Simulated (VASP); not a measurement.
# KI (Amm2) in VASP: a series of runs

KI is run at these levels: PBEsol; tasks: single point.

All numbers are computed with VASP 6.6.1; they aren't measurements. Logs are shortened: lines on timing, memory, paths and dates and some standing lists are left out, and cuts for length are marked.

## (1) The cell of the first run

The structure is orthorhombic, space group Amm2 (No. 38). Conventional cell: a = 4.291 Å, b = 6.069 Å, c = 6.069 Å, α = 90.00°, β = 90.00°, γ = 90.00°. K (site symmetry mm2) has 8 I at 3.51 to 3.93 Å and 6 K at 4.29 Å within 4.6 Å. Within 4.6 Å of I (site symmetry mm2) lie 8 K at 3.51 to 3.93 Å and 6 I at 4.29 Å.

## (2) Single point, PBEsol (all K atoms moved +0.263 Å, as atom 1 along Cartesian [1 1 0])

File INCAR:

```
SYSTEM = KI
PREC = Accurate
ENCUT = 520
EDIFF = 1E-6
ISMEAR = 0
SIGMA = 0.05
LREAL = .FALSE.
LASPH = .TRUE.
NELM = 80
ALGO = Normal
ISIF = 2
LWAVE = .FALSE.
LCHARG = .FALSE.
GGA = PS
NBANDS = 15
```

File KPOINTS:

```
Automatic mesh
0
G
  6 6 6
  0 0 0
```

File POSCAR:

```
KI
1.0
    4.2911966600      0.0000000000      0.0000000000
    0.0000000000      4.2911966600      0.0000000000
    0.0000000000      0.0000000000      4.2911966600
K I
1 1
Direct
    0.0432549577      0.0432549577      0.0000000000
    0.5000000000      0.5000000000      0.5000000000
```

Potentials or basis: VASP PAW PBE potentials, release 64 (K_sv, I).

On the command line:

```
$ cat potpaw_PBE.64/K_sv/POTCAR potpaw_PBE.64/I/POTCAR > POTCAR
$ mpirun -np 1 vasp_std > vasp.out
```

OUTCAR:

```text
SYSTEM = KI
   PREC = Accurate
   ENCUT = 520
   EDIFF = 1E-6
   ISMEAR = 0
   LREAL = .FALSE.
   LASPH = .TRUE.
   NELM = 80
   ISIF = 2
   GGA = PS

 ion  position               nearest neighbor table
   1  0.043  0.043  0.000-   2 3.51   2 3.51
   2  0.500  0.500  0.500-   1 3.51   1 3.51

  LATTYP: Found a simple cubic cell.
 ALAT       =     4.2911966600

  Lattice vectors:

 A1 = (   4.2911966600,   0.0000000000,   0.0000000000)
 A2 = (   0.0000000000,   4.2911966600,   0.0000000000)
 A3 = (   0.0000000000,   0.0000000000,   4.2911966600)

Analysis of symmetry for initial positions (statically):
=====================================================================
 Subroutine PRICEL returns:
 Original cell was already a primitive cell.

 Routine SETGRP: Setting up the symmetry group for a
 simple cubic supercell.

 Subroutine GETGRP returns: Found  4 space group operations
 (whereof  4 operations were pure point group operations)
 out of a pool of 48 trial point group operations.

The static configuration has the point symmetry C_2v.

Analysis of symmetry for dynamics (positions and initial velocities):
=====================================================================
 Subroutine PRICEL returns:
 Original cell was already a primitive cell.

 Routine SETGRP: Setting up the symmetry group for a
 simple cubic supercell.

 Subroutine GETGRP returns: Found  4 space group operations
 (whereof  4 operations were pure point group operations)
 out of a pool of 48 trial point group operations.

The dynamic configuration has the point symmetry C_2v.

 Subroutine INISYM returns: Found  4 space group operations
 (whereof  4 operations are pure point group operations),
 and found     1 'primitive' translations

----------------------------------------------------------------------------------------

                                     Primitive cell

  volume of cell :      79.0197

  direct lattice vectors                    reciprocal lattice vectors
     4.291196660  0.000000000  0.000000000     0.233035230  0.000000000  0.000000000
     0.000000000  4.291196660  0.000000000     0.000000000  0.233035230  0.000000000
     0.000000000  0.000000000  4.291196660     0.000000000  0.000000000  0.233035230

  length of vectors
     4.291196660  4.291196660  4.291196660     0.233035230  0.233035230  0.233035230

  position of ions in fractional coordinates (direct lattice)
     0.043254958  0.043254958  0.000000000
     0.500000000  0.500000000  0.500000000

  ion indices of the primitive-cell ions
   primitive index   ion index
                 1           1
[... 85 lines left out ...]
   NUPDOWN=      -1.0000    fix difference up-down
   EMIN   =  10.00;   EMAX   =-10.00  energy-range for DOS
   EFERMI =   0.00;   METHOD = LEGACY
   ISMEAR =     0;   SIGMA  =   0.05  broadening in eV -4-tet -1-fermi 0-gaus
   EFERMI_NEDOS =   21; number of points for ismear=-14 and -15
   IALGO  =     38    algorithm
   IMIX   =      4    mixing-type and parameters
     AMIX     =   0.40;   BMIX     =  1.00
     AMIX_MAG =   1.60;   BMIX_MAG =  1.00
  volume/ion in A,a.u.               =      39.51       266.63
  Fermi-wavevector in a.u.,A,eV,Ry     =   0.961324  1.816639 12.573738  0.924144
  Thomas-Fermi vector in A             =   2.090686
   LORBIT       =      0    0 simple, 1 ext, 2 COOP (PROOUT), +10 PAW based schemes
   GGA     = PS    functional components
   LHFCALC =     F    Hartree Fock is set to
   AEXX    =    0.0000 exact exchange contribution
   IVDW    =     0    specifies the selected vdW correction
   LEPSILON=     F    determine dielectric tensor
   LRPA    =     F    only Hartree local field effects (RPA)
 non-spin polarized calculation
 Gauss-broadening in eV      SIGMA  =   0.05
  energy-cutoff  :      520.00
  volume of cell :       79.02
 maximum number of plane-waves:      2176
   NGX = 15   NGY = 15   NGZ = 15

 number of electron      16.0000002 magnetization

 Free energy of the ion-electron system (eV)
  ---------------------------------------------------
  ext. energy  EPLUGINS =         0.00000000
  ---------------------------------------------------
  free energy    TOTEN  =        -5.70500227 eV

  energy without entropy =       -5.70500227  energy(sigma->0) =       -5.70500227

 E-fermi :   0.9668     XC(G=0):  -7.8628

 val. band max:        0.7605504061   @ k =   0.0000   0.5000   0.5000
 cond. band min:       3.9721885149   @ k =   0.0000   0.0000   0.0000
 fundamental gap:      3.2116381089
 Fermi energy:         0.9668227237

 k-point     1 :       0.0000    0.0000    0.0000
  band No.  band energies     occupation
      1     -28.3822      2.00000
      2     -11.9120      2.00000
      3     -11.9009      2.00000
      4     -11.9007      2.00000
      5     -10.4173      2.00000
      6       0.3917      2.00000
      7       0.4009      2.00000
      8       0.4042      2.00000
      9       3.9722      0.00000
     10       5.4587      0.00000
     11       5.5255      0.00000
     12       9.1488      0.00000
     13       9.2111      0.00000
     14       9.2306      0.00000
[... 401 lines left out ...]
      2     -12.0039      2.00000
      3     -11.9884      2.00000
      4     -11.8793      2.00000
      5     -10.0615      2.00000
      6      -0.9620      2.00000
      7      -0.9590      2.00000
      8       0.7499      2.00000
      9       4.6015      0.00000
     10       6.3909      0.00000
     11       7.5415      0.00000
     12       7.5958      0.00000
     13       9.6376      0.00000
     14       9.7101      0.00000
     15      10.2298      0.00000

 [... further k-points ...]

------------------------ aborting loop because EDIFF is reached ----------------------------------------

  FORCE on cell =-STRESS in cart. coord.  units (eV):
  Direction    XX          YY          ZZ          XY          YZ          ZX
  --------------------------------------------------------------------------------------
  -------------------------------------------------------------------------------------
  Total       -0.1548369     -0.1548369     -0.1387880      0.1181512      0.0000000      0.0000000
  in kB       -3.1394228     -3.1394228     -2.8140199      2.3955944      0.0000000      0.0000000
  external PRESSURE =      -3.0309552 kB  Pullay stress =       0.0000000 kB

 VOLUME and BASIS-vectors are now :
 -----------------------------------------------------------------------------
  energy-cutoff  :      520.00
  volume of cell :       79.02
      direct lattice vectors                 reciprocal lattice vectors
     4.291196660  0.000000000  0.000000000     0.233035230  0.000000000  0.000000000
     0.000000000  4.291196660  0.000000000     0.000000000  0.233035230  0.000000000
     0.000000000  0.000000000  4.291196660     0.000000000  0.000000000  0.233035230

 POSITION                                       TOTAL-FORCE (eV/Angst)
 -----------------------------------------------------------------------------------
      0.18562      0.18562      0.00000        -0.100641     -0.100641      0.000000
      2.14560      2.14560      2.14560         0.100641      0.100641      0.000000
 -----------------------------------------------------------------------------------
    total drift:                                0.000172      0.000172     -0.000000

  FREE ENERGIE OF THE ION-ELECTRON SYSTEM (eV)
  ---------------------------------------------------
  free  energy   TOTEN  =        -5.7050022712 eV

  energy  without entropy=       -5.7050022712  energy(sigma->0) =       -5.70500227
```

Run time: 56 s. Hardware: 1 thread of Intel Xeon 8259CL, shared host; peak memory 0.22 GiB.

Results:

```
Free energy            : -5.7050 eV
Pressure               : -0.3 GPa
Largest force          : 0.142 eV/Å
Band gap on the k mesh : 3.21 eV (least direct gap 3.57 eV)
```

Forces on the atoms (eV/Å):
```
K   -0.101 -0.101  0.000
I    0.101  0.101  0.000
```

Caveat: the cell differs from its parent crystal (all K atoms moved +0.263 Å, as atom 1 along Cartesian [1 1 0]); the PAW data sets were made with another functional, which shifts forces and pressure a little; spin-orbit coupling is left out, which moves the levels of the heavy elements. A k mesh can miss the band edges.

## (3) Single point, PBEsol (all K atoms moved +0.188 Å, as atom 1 along Cartesian [1 1 0])

File INCAR:

```
  PREC = Accurate
  ENCUT = 520
  EDIFF = 1E-7
  ISMEAR = 0
  SIGMA = 0.05
  LREAL = F
  LASPH = T
  NELM = 60
  ALGO = Normal
  ISIF = 2
  LWAVE = F
  LCHARG = T
  GGA = PS
  LELF = T
  LVHAR = T
  NBANDS = 15
```

File KPOINTS:

```
regular mesh
0
Gamma
  6 6 6
```

POSCAR, as its differences from that of step 2:

```diff
@@ -8,3 +8,3 @@
 Direct
-    0.0432549577      0.0432549577      0.0000000000
+    0.0308963984      0.0308963984      0.0000000000
     0.5000000000      0.5000000000      0.5000000000
```

Potentials or basis: VASP PAW PBE potentials, release 64 (K_sv, I).

On the command line:

```
$ cat potpaw_PBE.64/K_sv/POTCAR potpaw_PBE.64/I/POTCAR > POTCAR
$ mpirun -np 1 vasp_std > vasp.out
```

OUTCAR:

```text
PREC = Accurate
   ENCUT = 520
   EDIFF = 1E-7
   ISMEAR = 0
   LREAL = F
   LASPH = T
   NELM = 60
   ISIF = 2
   GGA = PS

 ion  position               nearest neighbor table
   1  0.031  0.031  0.000-   2 3.56   2 3.56
   2  0.500  0.500  0.500-   1 3.56   1 3.56

  LATTYP: Found a simple cubic cell.
 ALAT       =     4.2911966600

  Lattice vectors:

 A1 = (   4.2911966600,   0.0000000000,   0.0000000000)
 A2 = (   0.0000000000,   4.2911966600,   0.0000000000)
 A3 = (   0.0000000000,   0.0000000000,   4.2911966600)

Analysis of symmetry for initial positions (statically):
=====================================================================
 Subroutine PRICEL returns:
 Original cell was already a primitive cell.

 Routine SETGRP: Setting up the symmetry group for a
 simple cubic supercell.

 Subroutine GETGRP returns: Found  4 space group operations
 (whereof  4 operations were pure point group operations)
 out of a pool of 48 trial point group operations.

The static configuration has the point symmetry C_2v.

Analysis of symmetry for dynamics (positions and initial velocities):
=====================================================================
 Subroutine PRICEL returns:
 Original cell was already a primitive cell.

 Routine SETGRP: Setting up the symmetry group for a
 simple cubic supercell.

 Subroutine GETGRP returns: Found  4 space group operations
 (whereof  4 operations were pure point group operations)
 out of a pool of 48 trial point group operations.

The dynamic configuration has the point symmetry C_2v.

 Subroutine INISYM returns: Found  4 space group operations
 (whereof  4 operations are pure point group operations),
 and found     1 'primitive' translations

----------------------------------------------------------------------------------------

                                     Primitive cell

  volume of cell :      79.0197

[... 117 lines left out ...]
   LEPSILON=     F    determine dielectric tensor
   LRPA    =     F    only Hartree local field effects (RPA)
 non-spin polarized calculation
 Gauss-broadening in eV      SIGMA  =   0.05
  energy-cutoff  :      520.00
  volume of cell :       79.02
 maximum number of plane-waves:      2176
   NGX = 15   NGY = 15   NGZ = 15

 number of electron      16.0000003 magnetization

 Free energy of the ion-electron system (eV)
  ---------------------------------------------------
  ext. energy  EPLUGINS =         0.00000000
  ---------------------------------------------------
  free energy    TOTEN  =        -5.71382800 eV

  energy without entropy =       -5.71382800  energy(sigma->0) =       -5.71382800

 E-fermi :   1.0653     XC(G=0):  -7.8680

 val. band max:        0.7714841204   @ k =   0.0000   0.5000   0.5000
 cond. band min:       3.9692009817   @ k =   0.0000   0.0000   0.0000
 fundamental gap:      3.1977168612
 Fermi energy:         1.0653307020

 k-point     1 :       0.0000    0.0000    0.0000
  band No.  band energies     occupation
      1     -28.3912      2.00000
      2     -11.9144      2.00000
      3     -11.9089      2.00000
      4     -11.9087      2.00000
      5     -10.4169      2.00000
      6       0.4036      2.00000
      7       0.4084      2.00000
      8       0.4100      2.00000
      9       3.9692      0.00000
     10       5.4542      0.00000
     11       5.4885      0.00000
     12       9.1611      0.00000
     13       9.1933      0.00000
     14       9.2036      0.00000
[... 401 lines left out ...]
      2     -12.0037      2.00000
      3     -11.9960      2.00000
      4     -11.8876      2.00000
      5     -10.0641      2.00000
      6      -0.9587      2.00000
      7      -0.9572      2.00000
      8       0.7662      2.00000
      9       4.5982      0.00000
     10       6.3872      0.00000
     11       7.5399      0.00000
     12       7.5674      0.00000
     13       9.6640      0.00000
     14       9.7049      0.00000
     15      10.2241      0.00000

 [... further k-points ...]

------------------------ aborting loop because EDIFF is reached ----------------------------------------

  FORCE on cell =-STRESS in cart. coord.  units (eV):
  Direction    XX          YY          ZZ          XY          YZ          ZX
  --------------------------------------------------------------------------------------
  -------------------------------------------------------------------------------------
  Total       -0.2176920     -0.2176920     -0.2112221      0.0601565      0.0000000      0.0000000
  in kB       -4.4138519     -4.4138519     -4.2826699      1.2197136      0.0000000      0.0000000
  external PRESSURE =      -4.3701246 kB  Pullay stress =       0.0000000 kB

 VOLUME and BASIS-vectors are now :
 -----------------------------------------------------------------------------
  energy-cutoff  :      520.00
  volume of cell :       79.02
      direct lattice vectors                 reciprocal lattice vectors
     4.291196660  0.000000000  0.000000000     0.233035230  0.000000000  0.000000000
     0.000000000  4.291196660  0.000000000     0.000000000  0.233035230  0.000000000
     0.000000000  0.000000000  4.291196660     0.000000000  0.000000000  0.233035230

 POSITION                                       TOTAL-FORCE (eV/Angst)
 -----------------------------------------------------------------------------------
      0.13258      0.13258      0.00000        -0.066749     -0.066749      0.000000
      2.14560      2.14560      2.14560         0.066749      0.066749      0.000000
 -----------------------------------------------------------------------------------
    total drift:                                0.000055      0.000055     -0.000000

  FREE ENERGIE OF THE ION-ELECTRON SYSTEM (eV)
  ---------------------------------------------------
  free  energy   TOTEN  =        -5.7138279960 eV

  energy  without entropy=       -5.7138279960  energy(sigma->0) =       -5.71382800
```

OSZICAR:

```text
N       E                     dE             d eps       ncg     rms          rms(c)
DAV:   1     0.799186607010E+02    0.79919E+02   -0.63580E+03  1560   0.892E+02
DAV:   2    -0.545054131854E+00   -0.80464E+02   -0.75185E+02  2001   0.209E+02
DAV:   3    -0.560549445447E+01   -0.50604E+01   -0.50371E+01  2570   0.438E+01
DAV:   4    -0.582257109384E+01   -0.21708E+00   -0.21704E+00  2101   0.766E+00
DAV:   5    -0.582518072377E+01   -0.26096E-02   -0.26096E-02  2357   0.858E-01    0.263E+00
DAV:   6    -0.573290447005E+01    0.92276E-01   -0.62907E-02  2050   0.199E+00    0.193E+00
DAV:   7    -0.571188433517E+01    0.21020E-01   -0.82942E-02  2050   0.180E+00    0.789E-01
DAV:   8    -0.571370256044E+01   -0.18182E-02   -0.13234E-02  1803   0.844E-01    0.190E-01
DAV:   9    -0.571377171946E+01   -0.69159E-04   -0.61790E-04  2248   0.165E-01    0.738E-02
DAV:  10    -0.571382275671E+01   -0.51037E-04   -0.14816E-04  1780   0.917E-02    0.162E-02
DAV:  11    -0.571382684791E+01   -0.40912E-05   -0.99568E-06  2179   0.197E-02    0.139E-02
DAV:  12    -0.571382743582E+01   -0.58792E-06   -0.20604E-06  1931   0.921E-03    0.808E-03
DAV:  13    -0.571382807236E+01   -0.63654E-06   -0.27274E-07  2134   0.434E-03    0.343E-03
DAV:  14    -0.571382799603E+01    0.76336E-07   -0.34523E-08  1620   0.121E-03
   1 F= -.57138280E+01 E0= -.57138280E+01  d E =-.299035E-18
```

Wall time 53 s (1 thread of Intel Xeon 8259CL, shared host); peak memory 0.21 GiB.

Results:

```yaml
Free_energy: -5.7138 eV
Pressure: -0.4 GPa
Largest_force: 0.094 eV/Å
Band_gap_on_the_k_mesh: 3.20 eV (least direct gap 3.56 eV)
```

Forces in eV/Å, atoms in the order of the input:
```
K   -0.067 -0.067  0.000
I    0.067  0.067  0.000
```

Levels at points of the mesh, in eV from the valence-band top:
```
           k point  band 4  band 5  band 6  band 7  band 8  band 9  band 10  band 11  band 12  band 13
(0.00, 0.00, 0.00)  -12.68  -11.19   -0.37   -0.36   -0.36    3.20     4.68     4.72     8.39     8.42
(0.50, 0.00, 0.00)  -12.67  -10.87   -2.32   -0.29   -0.28    5.35     6.05     6.96     6.97     8.48
(0.00, 0.00, 0.50)  -12.67  -10.87   -2.32   -0.29   -0.28    5.34     6.08     6.87     6.93     8.61
(0.50, 0.50, 0.00)  -12.66  -10.84   -1.73   -1.73   -0.01    3.83     5.62     6.77     6.80     8.89
(0.00, 0.50, 0.50)  -12.66  -10.84   -1.73   -1.73    0.00    3.83     5.64     6.78     6.79     8.92
(0.50, 0.50, 0.50)  -12.75  -10.67   -1.67   -1.67   -1.67    5.51     5.53     5.53     8.84     8.89
```

Caveat: the cell differs from its parent crystal (all K atoms moved +0.188 Å, as atom 1 along Cartesian [1 1 0]); the PAW data sets were made with another functional, which shifts forces and pressure a little; spin-orbit coupling is left out, which moves the levels of the heavy elements. A k mesh can miss the band edges.
